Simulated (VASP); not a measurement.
PbSe: single point with PBE

PbSe:

```
CELL_PARAMETERS angstrom
5.17414 0.00000 0.00000
-2.58707 4.48094 0.00000
0.00000 0.00000 6.21478
ATOMIC_POSITIONS crystal
Pb 0.33333 0.66667 0.93510
Pb 0.66667 0.33333 0.43510
Se 0.33333 0.66667 0.43990
Se 0.66667 0.33333 0.93990
```

```yaml
Program: VASP 6.6.1
Task: single point
Functional: PBE
Potentials_or_basis: VASP PAW PBE potentials, release 64 (Pb_d, Se)
Cutoff: 520 eV
k_mesh: 6 × 6 × 4
Occupations: fermi-dirac, width 0.02 eV
Spin: non-collinear spin, zero start, spin-orbit coupling
Starting_moments: "[[0.0, 0.0, 0.0], [0.0, 0.0, 0.0], [0.0, 0.0, 0.0], [0.0, 0.0, 0.0]] μB"
```

```json
{
 "Pressure": "0.7 GPa",
 "Net moment": "0.00 μB per cell",
 "Valence electrons inside the program's atomic spheres": "Pb 11.87; Se 3.80"
}
```

Stress tensor (GPa, compression positive):
```
0.63 0.00 0.00
0.00 0.63 0.00
0.00 0.00 0.87
```

Moments on the atoms (μB; x, y, z):
```
Pb  0.00 0.00 0.00
Pb  0.00 0.00 0.00
Se  0.00 0.00 0.00
Se  0.00 0.00 0.00
```

Wall time 5.7 min on 1 thread of Intel(R) Xeon(R) 6975P-C (Granite Rapids), with other jobs on the host, peak memory 0.73 GiB.

Caveat: the structure was generated, so it needn't be the stable form of PbSe.
